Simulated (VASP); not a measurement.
# Ba (Im-3m) in VASP: further runs, part 4 of 4

VASP 6.6.1.

## (6) Single point, r2SCAN

This run uses another cell than the first one, of 65.65 Å³/atom.

File POSCAR:

```
Ba
1.0
    4.4017548625     -0.0000000244     -0.0000000422
   -1.4672515979      4.1500142913     -0.0000000422
   -1.4672515979     -2.0750070847      3.5940178375
Ba
1
Direct
    0.0000000000      0.0000000000      0.0000000000
```

File INCAR.step1:

```
SYSTEM = Ba
PREC     = Accurate       ! precision mode
ENCUT    = 520            ! plane-wave cutoff, eV
ISMEAR   = -1             ! smearing method
SIGMA    = 0.15           ! smearing width, eV
LREAL    = .FALSE.        ! projectors in reciprocal space
LASPH    = .TRUE.         ! aspherical terms in the spheres
NELM     = 80             ! most SCF steps
NBANDS   = 11             ! bands
GGA      = PE             ! functional
ALGO     = Normal         ! electronic algorithm
EDIFF    = 1E-4           ! SCF threshold, eV
LWAVE    = .TRUE.         ! write WAVECAR
LCHARG   = .FALSE.        ! write CHGCAR
```

File INCAR.step2:

```
SYSTEM = Ba
PREC     = Accurate       ! precision mode
ENCUT    = 520            ! plane-wave cutoff, eV
EDIFF    = 1E-6           ! SCF threshold, eV
ISMEAR   = -1             ! smearing method
SIGMA    = 0.15           ! smearing width, eV
LREAL    = .FALSE.        ! projectors in reciprocal space
LASPH    = .TRUE.         ! aspherical terms in the spheres
NELM     = 80             ! most SCF steps
ALGO     = Normal         ! electronic algorithm
ISIF     = 2              ! what is computed and relaxed
LWAVE    = .FALSE.        ! write WAVECAR
LCHARG   = .TRUE.         ! write CHGCAR
METAGGA  = R2SCAN         ! meta-GGA
LMIXTAU  = .TRUE.       
LELF     = .TRUE.         ! ELF
LVHAR    = .TRUE.       
NBANDS   = 11             ! bands
ISTART   = 1
```

File KPOINTS:

```
regular mesh
0
G
  7 7 7
  0 0 0
```

Potentials or basis: VASP PAW PBE potentials, release 64 (Ba_sv).

Run with:

```
$ cat potpaw_PBE.64/Ba_sv/POTCAR > POTCAR
$ cp INCAR.step1 INCAR
$ mpirun -np 1 vasp_std > vasp.out
$ cp INCAR.step2 INCAR
$ mpirun -np 1 vasp_std > vasp.out
```

OUTCAR:

```text
SYSTEM = Ba
   PREC = Accurate
   ENCUT = 520
   EDIFF = 1E-6
   ISMEAR = -1
   LREAL = .FALSE.
   LASPH = .TRUE.
   NELM = 80
   ISIF = 2
   METAGGA = R2SCAN
   ISTART = 1

 ion  position               nearest neighbor table
   1  0.000  0.000  0.000-

  LATTYP: Found a body centered cubic cell.
 ALAT       =     5.0827087095

  Lattice vectors:

 A1 = (   4.4017548625,  -0.0000000244,  -0.0000000422)
 A2 = (  -1.4672515979,   4.1500142913,  -0.0000000422)
 A3 = (  -1.4672515979,  -2.0750070847,   3.5940178375)

Analysis of symmetry for initial positions (statically):
=====================================================================
 Subroutine PRICEL returns:
 Original cell was already a primitive cell.

 Routine SETGRP: Setting up the symmetry group for a
 body centered cubic supercell.

 Subroutine GETGRP returns: Found 48 space group operations
 (whereof 48 operations were pure point group operations)
 out of a pool of 48 trial point group operations.

The static configuration has the point symmetry O_h .

Analysis of symmetry for dynamics (positions and initial velocities):
=====================================================================
 Subroutine PRICEL returns:
 Original cell was already a primitive cell.

 Routine SETGRP: Setting up the symmetry group for a
 body centered cubic supercell.

 Subroutine GETGRP returns: Found 48 space group operations
 (whereof 48 operations were pure point group operations)
 out of a pool of 48 trial point group operations.

The dynamic configuration has the point symmetry O_h .

 Subroutine INISYM returns: Found 48 space group operations
 (whereof 48 operations are pure point group operations),
 and found     1 'primitive' translations

[... 108 lines left out ...]
  volume/ion in A,a.u.               =      65.65       443.05
  Fermi-wavevector in a.u.,A,eV,Ry     =   0.874292  1.652171 10.400099  0.764386
  Thomas-Fermi vector in A             =   1.993802
   LORBIT       =      0    0 simple, 1 ext, 2 COOP (PROOUT), +10 PAW based schemes
   METAGGA = R2SCAN    functional components
   LHFCALC =     F    Hartree Fock is set to
   AEXX    =    0.0000 exact exchange contribution
   IVDW    =     0    specifies the selected vdW correction
   LEPSILON=     F    determine dielectric tensor
   LRPA    =     F    only Hartree local field effects (RPA)
 non-spin polarized calculation
  energy-cutoff  :      520.00
  volume of cell :       65.65
 maximum number of plane-waves:      1787
 NGX is ok and might be reduce to    36
   NGX = 17   NGY = 17   NGZ = 17

 number of electron       9.9999999 magnetization

 Free energy of the ion-electron system (eV)
  ---------------------------------------------------
  ext. energy  EPLUGINS =         0.00000000
  ---------------------------------------------------
  free energy    TOTEN  =       -26.48070747 eV

  energy without entropy =      -26.37241044  energy(sigma->0) =      -26.42655895

 E-fermi :   1.6070     XC(G=0):  -7.6882

 val. band max:        1.5689963967   @ k =  -0.4286   0.4286   0.2857
 cond. band min:       1.9027282406   @ k =  -0.4286  -0.4286   0.1429
 fundamental gap:      0.3337318440
 Fermi energy:         1.6069928370

 k-point     1 :       0.0000    0.0000    0.0000
  band No.  band energies     occupation
      1     -28.3887      2.00000
      2     -12.9426      2.00000
      3     -12.9426      2.00000
      4     -12.9426      2.00000
      5      -1.2722      2.00000
      6       3.6832      0.00000
      7       3.6832      0.00000
      8       3.6832      0.00000
      9       4.9890      0.00000
     10       4.9890      0.00000
     11       8.7581      0.00000
[... 253 lines left out ...]
 k-point    20 :      -0.4286    0.4286    0.4286
  band No.  band energies     occupation
      1     -28.3241      2.00000
      2     -13.2265      2.00000
      3     -13.2105      2.00000
      4     -13.2105      2.00000
      5       1.1390      1.91542
      6       1.1461      1.91150
      7       5.1738      0.00000
      8       5.1738      0.00000
      9       5.6151      0.00000
     10       6.2503      0.00000
     11       7.6156      0.00000

------------------------ aborting loop because EDIFF is reached ----------------------------------------

  FORCE on cell =-STRESS in cart. coord.  units (eV):
  Direction    XX          YY          ZZ          XY          YZ          ZX
  --------------------------------------------------------------------------------------
  -------------------------------------------------------------------------------------
  Total        0.0224949      0.0224949      0.0224949     -0.0000000      0.0000000     -0.0000000
  in kB        0.5489587      0.5489587      0.5489587     -0.0000000      0.0000000     -0.0000000
  external PRESSURE =       0.5489587 kB  Pullay stress =       0.0000000 kB

 VOLUME and BASIS-vectors are now :
 -----------------------------------------------------------------------------
  energy-cutoff  :      520.00
  volume of cell :       65.65
      direct lattice vectors                 reciprocal lattice vectors
     4.401754862 -0.000000024 -0.000000042     0.227182121  0.080321009  0.139120065
    -1.467251598  4.150014291 -0.000000042     0.000000003  0.240963028  0.139120065
    -1.467251598 -2.075007085  3.594017838     0.000000003  0.000000004  0.278240136

 POSITION                                       TOTAL-FORCE (eV/Angst)
 -----------------------------------------------------------------------------------
      0.00000      0.00000      0.00000        -0.000000     -0.000000      0.000000
 -----------------------------------------------------------------------------------
    total drift:                               -0.000000      0.000000      0.000000

  FREE ENERGIE OF THE ION-ELECTRON SYSTEM (eV)
  ---------------------------------------------------
  free  energy   TOTEN  =       -26.4807074700 eV

  energy  without entropy=      -26.3724104367  energy(sigma->0) =      -26.42655895
```

Wall time 37 s (1 thread of AMD EPYC 9R45 (Zen 5), shared host); peak memory 0.18 GiB.

What came out:

```yaml
Free_energy: -26.4807 eV
Pressure: 0.1 GPa
Band_gap_on_the_k_mesh: zero (bands 5 and 6 overlap by 0.80 eV)
```

Caveat: the PAW data sets were made with another functional, which shifts forces and pressure a little; spin-orbit coupling is left out, which moves the levels of the heavy elements.

## (7) The runs side by side

```csv
cell,gap on the mesh (eV),pressure (GPa)
"a = 3.089 Å, angles 109.5°, 1 atom",none,47.8
"a = 3.164 Å, angles 109.5°, 1 atom",none,36.1
"a = 3.299 Å, angles 109.5°, 1 atom",none,23.7
"a = 3.596 Å, angles 109.5°, 1 atom",none,11.2
"a = 4.402 Å, angles 109.5°, 1 atom",none,0.1
```

Alike in all rows: task single point; level r2SCAN; potentials or basis VASP PAW PBE potentials, release 64 (Ba_sv); no spin polarisation; k mesh 7 × 7 × 7; cutoff (eV) 520; smearing fermi-dirac 0.15 eV.

Caveats: the PAW data sets were made with another functional, which shifts forces and pressure a little; spin-orbit coupling is left out, which moves the levels of the heavy elements; the cell stands under pressure (at least some runs).

Total energies depend on the potentials used, so only differences within one code and one set of settings carry meaning.
